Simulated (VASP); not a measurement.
# Pt (Immm) in VASP: notebook, part 2 of 2

VASP 6.6.1. The steps go on from the part before.

## Step 4: Single point, PBE (strain +0.0025 x Voigt [0, 0, 0, 0, 0, 1])

INCAR

```
SYSTEM = Pt
ALGO = Fast ; EDIFF = 1E-6
ENCUT = 520 ; GGA = PE
ISIF = 2 ; ISMEAR = 0
LASPH = .TRUE. ; LCHARG = .FALSE.
LREAL = .FALSE. ; LWAVE = .FALSE.
NBANDS = 11 ; NELM = 60
PREC = Accurate ; SIGMA = 0.15
```

KPOINTS

```
k-points
0
G
  20 20 20
  0 0 0
```

POSCAR

```
Pt
1.0
    0.0024473750      1.9579000000      1.9579000000
    1.9579000000      0.0024473750      1.9579000000
    1.9603473750      1.9603473750      0.0000000000
Pt
1
Direct
    0.0000000000      0.0000000000      0.0000000000
```

Potentials or basis: VASP PAW PBE potentials, release 64 (Pt).

Started as:

```console
cat potpaw_PBE.64/Pt/POTCAR > POTCAR
mpirun -np 1 vasp_std > vasp.out
```

OUTCAR:

```text
SYSTEM = Pt
   EDIFF = 1E-6
   ENCUT = 520
   GGA = PE
   ISIF = 2
   ISMEAR = 0
   LASPH = .TRUE.
   LREAL = .FALSE.
   NELM = 60
   PREC = Accurate

 ion  position               nearest neighbor table
   1  0.000  0.000  0.000-

  LATTYP: Found a body centered orthorhombic cell.
 ALAT       =     2.7654276229
 B/A-ratio  =     1.0025031289
 C/A-ratio  =     1.4159835418

  Lattice vectors:

 A1 = (   1.9579000000,   0.0024473750,  -1.9579000000)
 A2 = (  -1.9579000000,  -0.0024473750,  -1.9579000000)
 A3 = (   0.0024473750,   1.9579000000,   1.9579000000)

Analysis of symmetry for initial positions (statically):
=====================================================================
 Subroutine PRICEL returns:
 Original cell was already a primitive cell.

 Routine SETGRP: Setting up the symmetry group for a
 body centered orthorhombic supercell.

 Subroutine GETGRP returns: Found  8 space group operations
 (whereof  8 operations were pure point group operations)
 out of a pool of  8 trial point group operations.

[... 168 lines left out ...]
 fundamental gap:      0.0005458223
 Fermi energy:        11.3635218321

 k-point     1 :       0.0000    0.0000    0.0000
  band No.  band energies     occupation
      1       1.0860      2.00000
      2       7.5251      2.00000
      3       7.5401      2.00000
      4       7.5555      2.00000
      5       9.7125      2.00000
      6       9.7126      2.00000
      7      25.9814      0.00000
      8      30.9340      0.00000
      9      30.9747      0.00000
     10      31.0153      0.00000
     11      36.3352      0.00000
[... 309 lines left out ...]
 k-point    24 :      -0.3500    0.0500    0.0000
  band No.  band energies     occupation
      1       4.0122      2.00000
      2       7.6269      2.00000
      3       7.6860      2.00000
      4       8.4803      2.00000
      5      10.5611      2.00000
      6      11.2367      1.76825
      7      20.5331      0.00000
      8      26.4668      0.00000
      9      30.9623      0.00000
     10      32.5100      0.00000
     11      36.7526      0.00000

 [... further k-points ...]

------------------------ aborting loop because EDIFF is reached ----------------------------------------

  FORCE on cell =-STRESS in cart. coord.  units (eV):
  Direction    XX          YY          ZZ          XY          YZ          ZX
  --------------------------------------------------------------------------------------
  -------------------------------------------------------------------------------------
  Total        1.0303043      1.0303043      1.0297256     -0.0202463      0.0000000      0.0000000
  in kB      109.9702620    109.9702620    109.9084942     -2.1610078      0.0000000      0.0000000
  external PRESSURE =     109.9496728 kB  Pullay stress =       0.0000000 kB

 VOLUME and BASIS-vectors are now :
 -----------------------------------------------------------------------------
  energy-cutoff  :      520.00
  volume of cell :       15.01
      direct lattice vectors                 reciprocal lattice vectors
     0.002447375  1.957900000  1.957900000    -0.255695277  0.255695277  0.255375658
     1.957900000  0.002447375  1.957900000     0.255695277 -0.255695277  0.255375658
     1.960347375  1.960347375  0.000000000     0.255056837  0.255056837 -0.255375658

 POSITION                                       TOTAL-FORCE (eV/Angst)
 -----------------------------------------------------------------------------------
      0.00000      0.00000      0.00000         0.000000     -0.000000      0.000000
 -----------------------------------------------------------------------------------
    total drift:                               -0.000000      0.000000     -0.000000

  FREE ENERGIE OF THE ION-ELECTRON SYSTEM (eV)
  ---------------------------------------------------
  free  energy   TOTEN  =        -6.0890683881 eV

  energy  without entropy=       -6.0696069782  energy(sigma->0) =       -6.07933768
```

OSZICAR:

```text
N       E                     dE             d eps       ncg     rms          rms(c)
DAV:   1     0.401494723785E+02    0.40149E+02   -0.53754E+03 26260   0.847E+02
DAV:   2    -0.584540916958E+01   -0.45995E+02   -0.44147E+02 29363   0.178E+02
DAV:   3    -0.646146548193E+01   -0.61606E+00   -0.61251E+00 30128   0.195E+01
DAV:   4    -0.646389496626E+01   -0.24295E-02   -0.24293E-02 29590   0.145E+00
DAV:   5    -0.646391423840E+01   -0.19272E-04   -0.19272E-04 30183   0.119E-01    0.131E+01
RMM:   6    -0.613137844313E+01    0.33254E+00   -0.32708E-01 25800   0.491E+00    0.697E+00
RMM:   7    -0.609246440708E+01    0.38914E-01   -0.71472E-02 27074   0.247E+00    0.252E+00
RMM:   8    -0.608931455447E+01    0.31499E-02   -0.83972E-03 27169   0.807E-01    0.573E-01
RMM:   9    -0.608905127104E+01    0.26328E-03   -0.82703E-04 29508   0.251E-01    0.504E-02
RMM:  10    -0.608906609415E+01   -0.14823E-04   -0.12886E-04 30590   0.858E-02    0.593E-02
RMM:  11    -0.608906792361E+01   -0.18295E-05   -0.17733E-05 29555   0.282E-02    0.869E-03
RMM:  12    -0.608906838809E+01   -0.46448E-06   -0.49004E-06 24959   0.164E-02
   1 F= -.60890684E+01 E0= -.60793377E+01  d E =-.194614E-01
```

stdout:

```text
POSCAR found type information on POSCAR Pt
 POSCAR found :  1 types and       1 ions
 scaLAPACK will be used
 LDA part: xc-table for (Slater+PW92), standard interpolation
 POSCAR, INCAR and KPOINTS ok, starting setup
 FFT: planning ... GRIDC
 FFT: planning ... GRID_SOFT
 FFT: planning ... GRID
 WAVECAR not read
 entering main loop
```

It took 2.1 min on 1 thread of AMD EPYC 9R45 (Zen 5), shared host; peak memory 0.28 GiB.

What came out:

| Property | Result |
| --- | --- |
| Free energy | -6.0891 eV |
| Pressure | 11.0 GPa |
| Band gap on the k mesh | zero (bands 5 and 6 overlap by 2.26 eV) |

Caveat: the cell differs from its parent crystal (strain +0.0025 x Voigt [0, 0, 0, 0, 0, 1]); the cell stands under pressure; spin-orbit coupling is left out, which moves the levels of the heavy elements.

## Step 5: Summary

| cell | gap on the mesh (eV) | pressure (GPa) |
| --- | --- | --- |
| a = 2.769, b = 2.769, c = 2.786 Å, angles 59.8, 59.8, 59.6°, 1 atom | none | 11.0 |
| a = 2.769, b = 2.769, c = 2.779 Å, angles 59.9, 59.9, 59.8°, 1 atom | none | 11.0 |
| a = 2.769, b = 2.769, c = 2.772 Å, angles 60.0°, 1 atom | none | 11.0 |

Alike in all rows: task single point; level PBE; potentials or basis VASP PAW PBE potentials, release 64 (Pt); no spin polarisation; k mesh 20 × 20 × 20; cutoff (eV) 520; smearing gaussian 0.15 eV.

Caveats: the cell stands under pressure; spin-orbit coupling is left out, which moves the levels of the heavy elements.

Absolute energies hang on the potentials; compare differences alone.
